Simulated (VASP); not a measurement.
A run of VASP 6.6.1:

File INCAR:

```
SYSTEM = CuO
ALGO = Normal
EDIFF = 1E-6
ENCUT = 520
GGA = PE
ISIF = 2
ISMEAR = 0
LASPH = .TRUE.
LCHARG = .TRUE.
LELF = .TRUE.
LREAL = .FALSE.
LVHAR = .TRUE.
LWAVE = .FALSE.
NBANDS = 25
NELM = 80
PREC = Accurate
SIGMA = 0.1
```

The input KPOINTS:

```
k-points
0
G
  12 7 12
  0 0 0
```

File POSCAR:

```
CuO
1.0
    2.9485754517      0.0000000000      0.0000000000
    0.0035492639      5.1515688825      0.0000000000
   -0.0077792291     -0.0019850680      2.9485207938
Cu O
2 2
Direct
    0.0000000000      0.5000000000      0.5000000000
    0.5000000000      0.0000000000      0.0000000000
    0.0002488711      0.7499999589      0.0002439136
    0.9997511289      0.2500000411      0.9997560864
```

Potentials or basis: VASP PAW PBE potentials, release 64 (Cu, O).

Command:

```sh
$ cat potpaw_PBE.64/Cu/POTCAR potpaw_PBE.64/O/POTCAR > POTCAR
$ mpirun -np 1 vasp_std > vasp.out
```

Hardware: 1 thread of Intel(R) Xeon(R) 6975P-C (Granite Rapids), on a shared host.

Estimate the wall time of this run.

Run time: 98 s on 1 thread of Intel(R) Xeon(R) 6975P-C (Granite Rapids) (shared host), peak memory 0.36 GiB. Counts: scf iterations 15, k points 277.
